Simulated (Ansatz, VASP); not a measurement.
# Se in VASP and in Ansatz

The input INCAR:

```
ALGO     = Normal         # electronic algorithm
EDIFF    = 1E-6           # SCF threshold, eV
EDIFFG   = -0.04          # ionic threshold
ENCUT    = 600            # plane-wave cutoff, eV
GGA      = PE             # functional
IBRION   = 2              # ionic algorithm
ISIF     = 3              # what is computed and relaxed
ISMEAR   = 0              # smearing method
LASPH    = T              # aspherical terms in the spheres
LCHARG   = F              # write CHGCAR
LREAL    = F              # projectors in reciprocal space
LWAVE    = F              # write WAVECAR
NELM     = 100            # most SCF steps
NSW      = 90             # ionic steps
PREC     = Accurate       # precision mode
SIGMA    = 0.1            # smearing width, eV
```

KPOINTS

```
k-points
0
Gamma
  6 6 2
```

File POSCAR:

```
Se
1.0
    3.6415298047      0.0000000000      0.0000000000
   -1.8207649024      3.1536573195      0.0000000000
    0.0000000000      0.0000000000     10.0105260254
Se
4
Direct
    0.0000000000      0.0000000000      0.0000000000
    0.0000000000      0.0000000000      0.5000000000
    0.3333333333      0.6666666667      0.0050000000
    0.6666666667      0.3333333333      0.5050000000
```

Input for Ansatz:

```yaml
crystal:
  lattice:
    - [3.6415298047, 0.0, 0.0]
    - [-1.8207649024, 3.1536573195, 0.0]
    - [0.0, 0.0, 10.0105260254]
  atoms:
    - { symbol: Se, position: [0.0, 0.0, 0.0] }
    - { symbol: Se, position: [0.0, 0.0, 0.5] }
    - { symbol: Se, position: [0.3333333333, 0.6666666667, 0.005] }
    - { symbol: Se, position: [0.6666666667, 0.3333333333, 0.505] }
basis:
  ecutwfc: 420
kpoints:
  mp_grid: { grid: [6, 6, 2] }
hamiltonian:
  xc: pbe
scf:
  occupations: { method: gaussian, width: 0.1 }
  lower_state_search: "off"
output:
  forces: true
  stress: true
  eigenvalues: true
relax:
  adjacent_minimum: "off"
  f_tol: 0.04
  max_steps: 70
  cell: { stress_tol: 0.4 }
```

Alike in both runs: task relaxation of cell and atoms; functional PBE; k mesh 6 × 6 × 2; occupations gaussian, width 0.1 eV; no spin polarisation.

```csv
,VASP,Ansatz
version,VASP 6.6.1,Ansatz 0.2.0
potentials or method,"VASP PAW PBE potentials, release 64 (Se), cutoff 600 eV","scalar-relativistic, plane waves, PAW"
valence electrons in the cell,24,64
```

Ansatz gave:

| Quantity | Value |
| --- | --- |
| gap on the k mesh at the Fermi level, each at its own relaxed structure (eV) | none |
| relaxed volume (Å³/atom) | 35.28 |
| relaxed length of the cell vector where the two differ most in proportion (Å) | 8.792 |

**Question.** Which values does VASP return?

**Answer.** gap on the k mesh at the Fermi level, each at its own relaxed structure (eV): none; relaxed volume (Å³/atom): 39.59; relaxed length of the cell vector where the two differ most in proportion (Å): 9.873.

A gap of «none» marks a metal or a gap that the smearing closes. One of these differences is far larger than is usual between the two programs; its cause wasn't traced. VASP's potentials hold 24 valence electrons a cell and Ansatz's 64, so a difference there can come from the potentials and not from the codes.

Noted on VASP's run: the volume moved by over 15 % at a fixed basis, so the end points are rough; too few bands were computed for a metal, which touches its energy and stress.
